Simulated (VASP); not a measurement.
# Si (Fd-3m) in VASP: settings compared, part 2 of 2

VASP 6.6.1. Earlier steps stand in the parts before.

## Step 3: Single point, PBE0

Input file POSCAR:

```
Si
1.0
    0.0000000000      2.7221197377      2.7221197377
    2.7221197377      0.0000000000      2.7221197377
    2.7221197377      2.7221197377      0.0000000000
Si
2
Direct
    0.2500000000      0.2500000000      0.2500000000
    0.0000000000      0.0000000000      0.0000000000
```

Input file INCAR.step1:

```
SYSTEM = Si
ALGO = Normal
EDIFF = 1E-5
ENCUT = 520
GGA = PE
ISIF = 2
ISMEAR = 0
LASPH = .True.
LCHARG = .False.
LREAL = .False.
LWAVE = .True.
NBANDS = 11
NELM = 80
PREC = Accurate
SIGMA = 0.01
```

Input file INCAR.step2:

```
SYSTEM = Si
AEXX = 0.25
ALGO = Normal
EDIFF = 1E-6
ENCUT = 520
GGA = PE
ISIF = 2
ISMEAR = 0
ISTART = 1
LASPH = .True.
LCHARG = .False.
LHFCALC = .True.
LREAL = .False.
LWAVE = .False.
NBANDS = 11
NELM = 80
PREC = Accurate
PRECFOCK = Normal
SIGMA = 0.01
```

Input file KPOINTS:

```
k-points
0
Gamma
  6 6 6
  0 0 0
```

Potentials or basis: VASP PAW PBE potentials, release 64 (Si).

Command:

```console
> cat potpaw_PBE.64/Si/POTCAR > POTCAR
> cp INCAR.step1 INCAR
> mpirun -np 1 vasp_std > vasp.out
> cp INCAR.step2 INCAR
> mpirun -np 1 vasp_std > vasp.out
```

It took 19 min on 1 thread of Intel Xeon 8259CL, shared host; peak memory 0.18 GiB.

Results (log left out):

| Item | Value |
| --- | --- |
| Free energy | -13.5641 eV |
| Pressure | -0.7 GPa |
| Band gap on the k mesh | 1.99 eV (least direct gap 4.01 eV) |

Levels at points of the mesh, in eV from the valence-band top:
```csv
k point,band 1,band 2,band 3,band 4,band 5,band 6,band 7,band 8
"(0.00, 0.00, 0.00)",-13.33,0.00,0.00,0.00,4.01,4.01,4.01,4.92
"(0.50, 0.00, 0.00)",-10.75,-7.77,-1.32,-1.32,2.89,4.85,4.85,9.32
"(0.50, 0.50, 0.00)",-8.73,-8.73,-3.15,-3.15,1.99,1.99,12.17,12.17
```

Caveat: the PAW data sets were made with another functional, which shifts forces and pressure a little. A k mesh can miss the band edges.

## Step 4: Single point, HSE06

Input file POSCAR:

```
Si
1.0
    0.0000000000      2.7207125583      2.7207125583
    2.7207125583      0.0000000000      2.7207125583
    2.7207125583      2.7207125583      0.0000000000
Si
2
Direct
    0.2500000000      0.2500000000      0.2500000000
    0.0000000000      0.0000000000      0.0000000000
```

Input file INCAR.step1:

```
SYSTEM = Si
ALGO = Normal
EDIFF = 1E-5
ENCUT = 520
GGA = PE
ISIF = 2
ISMEAR = -1
LASPH = .True.
LREAL = .False.
LWAVE = .True.
NBANDS = 11
NELM = 100
PREC = Accurate
SIGMA = 0.02
```

Input file INCAR.step2:

```
SYSTEM = Si
ALGO = Normal
EDIFF = 1E-6
ENCUT = 520
GGA = PE
HFSCREEN = 0.2079
ISIF = 2
ISMEAR = -1
ISTART = 1
LASPH = .True.
LCHARG = .True.
LELF = .True.
LHFCALC = .True.
LREAL = .False.
LVHAR = .True.
LWAVE = .False.
NBANDS = 11
NELM = 100
PREC = Accurate
PRECFOCK = Normal
SIGMA = 0.02
```

KPOINTS is that of step 3.

Potentials or basis: VASP PAW PBE potentials, release 64 (Si).

Command:

```console
> cat potpaw_PBE.64/Si/POTCAR > POTCAR
> cp INCAR.step1 INCAR
> mpirun -np 1 vasp_std > vasp.out
> cp INCAR.step2 INCAR
> mpirun -np 1 vasp_std > vasp.out
```

OUTCAR:

```text
SYSTEM = Si
   EDIFF = 1E-6
   ENCUT = 520
   GGA = PE
   HFSCREEN = 0.2079
   ISIF = 2
   ISMEAR = -1
   ISTART = 1
   LASPH = .True.
   LHFCALC = .True.
   LREAL = .False.
   NELM = 100
   PREC = Accurate
   PRECFOCK = Normal

 ion  position               nearest neighbor table
   1  0.250  0.250  0.250-   2 2.36   2 2.36   2 2.36   2 2.36
   2  0.000  0.000  0.000-   1 2.36   1 2.36   1 2.36   1 2.36

  LATTYP: Found a face centered cubic cell.
 ALAT       =     5.4414251166

[... 411 lines left out ...]

------------------------ aborting loop because EDIFF is reached ----------------------------------------

  FORCE on cell =-STRESS in cart. coord.  units (eV):
  Direction    XX          YY          ZZ          XY          YZ          ZX
  --------------------------------------------------------------------------------------
  -------------------------------------------------------------------------------------
  Total       -0.0946968     -0.0946968     -0.0946968      0.0000000      0.0000000     -0.0000000
  in kB       -3.7667592     -3.7667592     -3.7667592      0.0000000      0.0000000     -0.0000000
  external PRESSURE =      -3.7667592 kB  Pullay stress =       0.0000000 kB

 VOLUME and BASIS-vectors are now :
 -----------------------------------------------------------------------------
  energy-cutoff  :      520.00
  volume of cell :       40.28
      direct lattice vectors                 reciprocal lattice vectors
     0.000000000  2.720712558  2.720712558    -0.183775386  0.183775386  0.183775386
     2.720712558  0.000000000  2.720712558     0.183775386 -0.183775386  0.183775386
     2.720712558  2.720712558  0.000000000     0.183775386  0.183775386 -0.183775386

 POSITION                                       TOTAL-FORCE (eV/Angst)
 -----------------------------------------------------------------------------------
      1.36036      1.36036      1.36036         0.000000      0.000000      0.000000
      0.00000      0.00000      0.00000        -0.000000     -0.000000     -0.000000
 -----------------------------------------------------------------------------------
    total drift:                                0.000000     -0.000000      0.000000

  FREE ENERGIE OF THE ION-ELECTRON SYSTEM (eV)
  ---------------------------------------------------
  free  energy   TOTEN  =       -12.5328377689 eV

  energy  without entropy=      -12.5328377689  energy(sigma->0) =      -12.53283777
```

Run time: 21 min. Hardware: 1 thread of Intel Xeon 8259CL, shared host; peak memory 0.27 GiB.

What came out:

* Free energy: -12.5328 eV
* Pressure: -0.4 GPa
* Band gap on the k mesh: 1.30 eV (least direct gap 3.32 eV)

Levels at points of the mesh, in eV from the valence-band top:
```
           k point  band 1  band 2  band 3  band 4  band 5  band 6  band 7  band 8
(0.00, 0.00, 0.00)  -13.24    0.00    0.00    0.00    3.32    3.32    3.32    4.25
(0.50, 0.00, 0.00)  -10.67   -7.68   -1.30   -1.30    2.22    4.14    4.14    8.61
(0.50, 0.50, 0.00)   -8.65   -8.65   -3.12   -3.12    1.30    1.30   11.44   11.44
```

Caveat: the PAW data sets were made with another functional, which shifts forces and pressure a little. A k mesh can miss the band edges.

## Step 5: Single point, r2SCANh

Input file POSCAR:

```
Si
1.0
    0.0000000000      2.7221197377      2.7221197377
    2.7221197377      0.0000000000      2.7221197377
    2.7221197377      2.7221197377      0.0000000000
Si
2
Direct
    0.2500000000      0.2500000000      0.2500000000
    0.0000000000      0.0000000000      0.0000000000
```

Input file INCAR.step1:

```
SYSTEM = Si
PREC = Accurate
ENCUT = 520
EDIFF = 1E-5
ISMEAR = 0
SIGMA = 0.01
LREAL = .False.
LASPH = .True.
NELM = 60
ALGO = Normal
ISIF = 2
LWAVE = .True.
LCHARG = .False.
GGA = PE
NBANDS = 11
```

Input file INCAR.step2:

```
SYSTEM = Si
PREC = Accurate
ENCUT = 520
EDIFF = 1E-6
ISMEAR = 0
SIGMA = 0.01
LREAL = .False.
LASPH = .True.
NELM = 60
ALGO = Normal
ISIF = 2
LWAVE = .False.
LCHARG = .False.
METAGGA = R2SCAN
LHFCALC = .True.
AEXX = 0.1
LMIXTAU = .True.
PRECFOCK = Normal
ISTART = 1
NBANDS = 11
```

Input file KPOINTS:

```
regular mesh
0
Gamma
  6 6 6
  0 0 0
```

Command:

```console
> cat potpaw_PBE.64/Si/POTCAR > POTCAR
> cp INCAR.step1 INCAR
> mpirun -np 1 vasp_std > vasp.out
> cp INCAR.step2 INCAR
> mpirun -np 1 vasp_std > vasp.out
```

Wall time 27 min (1 thread of Intel Xeon 8259CL, shared host); peak memory 0.18 GiB.

The run converged. Its results:

```
Free energy            : -17.9358 eV
Pressure               : -0.7 GPa
Band gap on the k mesh : 1.38 eV (least direct gap 3.27 eV)
```

Levels at points of the mesh, in eV from the valence-band top:
| k point | band 2 | band 3 | band 4 | band 5 | band 6 | band 7 |
| --- | --- | --- | --- | --- | --- | --- |
| (0.00, 0.00, 0.00) | 0.00 | 0.00 | 0.00 | 3.27 | 3.27 | 3.27 |
| (0.50, 0.00, 0.00) | -7.53 | -1.31 | -1.31 | 2.33 | 4.13 | 4.13 |
| (0.50, 0.50, 0.00) | -8.47 | -3.11 | -3.11 | 1.38 | 1.38 | 11.51 |

Caveat: the PAW data sets were made with another functional, which shifts forces and pressure a little. A k mesh can miss the band edges.

## Step 6: Relaxation of cell and atoms, HSE06

POSCAR is that of step 5.

Input file INCAR.step1:

```
SYSTEM = Si
PREC = Accurate
ENCUT = 600
EDIFF = 1E-5
ISMEAR = -1
SIGMA = 0.02
LREAL = .FALSE.
LASPH = .TRUE.
NELM = 60
ALGO = Normal
LWAVE = .TRUE.
LCHARG = .FALSE.
GGA = PE
NBANDS = 11
LUSENCCL = .FALSE.
```

Input file INCAR.step2:

```
SYSTEM = Si
PREC = Accurate
ENCUT = 600
EDIFF = 1E-6
ISMEAR = -1
SIGMA = 0.02
LREAL = .FALSE.
LASPH = .TRUE.
NELM = 60
ALGO = Normal
ISIF = 3
LWAVE = .FALSE.
LCHARG = .FALSE.
GGA = PE
LHFCALC = .TRUE.
HFSCREEN = 0.2079
PRECFOCK = Normal
IBRION = 2
NSW = 80
EDIFFG = -0.005
ISTART = 1
LUSENCCL = .FALSE.
```

Input file KPOINTS:

```
Automatic mesh
0
G
  6 6 6
  0 0 0
```

Potentials or basis: VASP PAW PBE potentials, release 64 (Si).

Command:

```console
> cat potpaw_PBE.64/Si/POTCAR > POTCAR
> cp INCAR.step1 INCAR
> mpirun -np 1 vasp_std > vasp.out
> cp INCAR.step2 INCAR
> mpirun -np 1 vasp_std > vasp.out
```

Run time: 29 min. Hardware: 1 × NVIDIA H100 80GB with 1 thread of Intel Xeon Platinum 8481C at 2.70GHz (Sapphire Rapids), shared host; peak memory 1.2 GiB.

Results (log left out):

```yaml
Free_energy: -12.5330 eV
Relaxed_volume: 20.07 Å³/atom
Relaxed_cell: a = 3.843 Å, b = 3.843 Å, c = 3.843 Å, α = 60.00°, β = 60.00°, γ = 60.00°
Space_group_after_relaxing_to_0.1_Å: Fd-3m (No. 227)
Energy_gained_by_relaxing: 0.2 meV/atom
Ionic_steps: 3
Pressure_after_relaxing: 0.0 GPa
Band_gap_on_the_k_mesh: 1.30 eV (least direct gap 3.33 eV)
```

Step by step:
| step | energy change (eV) | largest force (eV/Å) | pressure (GPa) | volume (Å³) |
| --- | --- | --- | --- | --- |
| 1 | 0.0000 | 0.0000 | -0.52 | 40.34 |
| 2 | -0.0001 | 0.0000 | 0.41 | 39.96 |
| 3 | -0.0003 | 0.0000 | 0.01 | 40.13 |

Final structure:
```cif
data_structure
_symmetry_space_group_name_H-M 'P 1'
_symmetry_Int_Tables_number 1
_cell_length_a 3.8429
_cell_length_b 3.8429
_cell_length_c 3.8429
_cell_angle_alpha 60.000
_cell_angle_beta 60.000
_cell_angle_gamma 60.000
_cell_volume 40.13
loop_
_atom_site_label
_atom_site_type_symbol
_atom_site_fract_x
_atom_site_fract_y
_atom_site_fract_z
_atom_site_occupancy
Si1 Si 0.25000 0.25000 0.25000 1
Si2 Si 0.00000 0.00000 0.00000 1
```

Levels at points of the mesh, in eV from the valence-band top:
| k point | band 2 | band 3 | band 4 | band 5 | band 6 | band 7 |
| --- | --- | --- | --- | --- | --- | --- |
| (0.00, 0.00, 0.00) | 0.00 | 0.00 | 0.00 | 3.33 | 3.33 | 3.33 |
| (0.50, 0.00, 0.00) | -7.70 | -1.31 | -1.31 | 2.24 | 4.14 | 4.14 |
| (0.50, 0.50, 0.00) | -8.66 | -3.13 | -3.13 | 1.30 | 1.30 | 11.47 |

Caveat: the PAW data sets were made with another functional, which shifts forces and pressure a little. A k mesh can miss the band edges.

## Step 7: The runs side by side

| task | level | cell | cutoff (eV) | smearing | share of exact exchange | screening parameter | gap on the mesh (eV) | pressure (GPa) |
| --- | --- | --- | --- | --- | --- | --- | --- | --- |
| single point | HSE06 | a = 3.850 Å, angles 60.0°, 2 atoms | 520 | gaussian 0.01 eV | 0.25 | 0.2079 1/Å | 1.31 | -0.5 |
| single point | PBE0 | a = 3.850 Å, angles 60.0°, 2 atoms | 520 | gaussian 0.01 eV | 0.25 | - | 1.99 | -0.7 |
| single point | HSE06 | a = 3.848 Å, angles 60.0°, 2 atoms | 520 | fermi-dirac 0.02 eV | 0.25 | 0.2079 1/Å | 1.30 | -0.4 |
| single point | r2SCANh | a = 3.850 Å, angles 60.0°, 2 atoms | 520 | gaussian 0.01 eV | 0.1 | - | 1.38 | -0.7 |
| relaxation of cell and atoms | HSE06 | relaxed from a = 3.850 Å, angles 60.0°, 2 atoms | 600 | fermi-dirac 0.02 eV | 0.25 | 0.2079 1/Å | 1.30 | 0.0 |

Alike in all rows: potentials or basis VASP PAW PBE potentials, release 64 (Si); no spin polarisation; k mesh 6 × 6 × 6.

On the cell as given the gap runs from 1.30 eV (HSE06) to 1.99 eV (PBE0). The pressure there spans -0.7 GPa (PBE0) to -0.4 GPa (HSE06); a positive pressure means that this level wants a larger cell, a negative one a smaller.

Caveats: the PAW data sets were made with another functional, which shifts forces and pressure a little.

Total energies depend on the potentials used, so only differences within one code and one set of settings carry meaning.
